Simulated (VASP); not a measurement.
Write the native input for VASP 6.6.1 that does the following.

```yaml
Task: single point
Functional: PBE
Dispersion: D3(BJ)
Potentials_or_basis: VASP PAW PBE potentials, release 64 (C)
Cutoff: 520 eV
k_mesh: 22 × 22 × 4
Occupations: gaussian, width 0.15 eV
Spin: no spin polarisation
Dipole_correction: no
Further_INCAR_settings: ALGO = Normal; EDIFF = 1e-07; NBANDS = 26
```

The structure of C lies in POSCAR:

```
C
1.0
   -1.2324898335     -2.1347350114      0.0000000000
    1.2324898335     -2.1347350114      0.0000000000
    0.0000000000     -0.7117206528     13.4768657407
C
8
Direct
    0.8541458350      0.8541458350      0.8749500000
    0.9374958350      0.9374958350      0.3749500000
   -0.0208291650     -0.0208291650      0.1249500000
   -0.1041791650     -0.1041791650      0.6249500000
    0.5208125017      0.5208125017      0.8749500000
    0.6041625017      0.6041625017      0.3749500000
    0.3125041683      0.3125041683      0.1249500000
    0.2291541683      0.2291541683      0.6249500000
```

This cell differs from its parent crystal: the part above a cut slid along it.

These files were run (other wordings do the same):

INCAR

```
SYSTEM = C
PREC = Accurate ; ENCUT = 520
EDIFF = 1E-7 ; ISMEAR = 0
SIGMA = 0.15 ; LREAL = .False.
LASPH = .True. ; NELM = 100
ALGO = Normal ; ISIF = 2
LWAVE = .False. ; LCHARG = .False.
GGA = PE ; IVDW = 12
NBANDS = 26
```

KPOINTS

```
Automatic mesh
0
Gamma
  22 22 4
  0 0 0
```

Potentials or basis: VASP PAW PBE potentials, release 64 (C).

Launch:

```sh
$ cat potpaw_PBE.64/C/POTCAR > POTCAR
$ mpirun -np 1 vasp_std > vasp.out
```

Results of the run:

The pressure is 0.5 GPa. The largest force is 0.012 eV/Å. The dispersion energy per atom is -0.156 eV.

Caveat: the cell differs from its parent crystal (the part above a cut slid along it).

Run time: 5.9 min on 1 thread of Intel(R) Xeon(R) 6975P-C (Granite Rapids), on a shared host, peak memory 0.65 GiB.
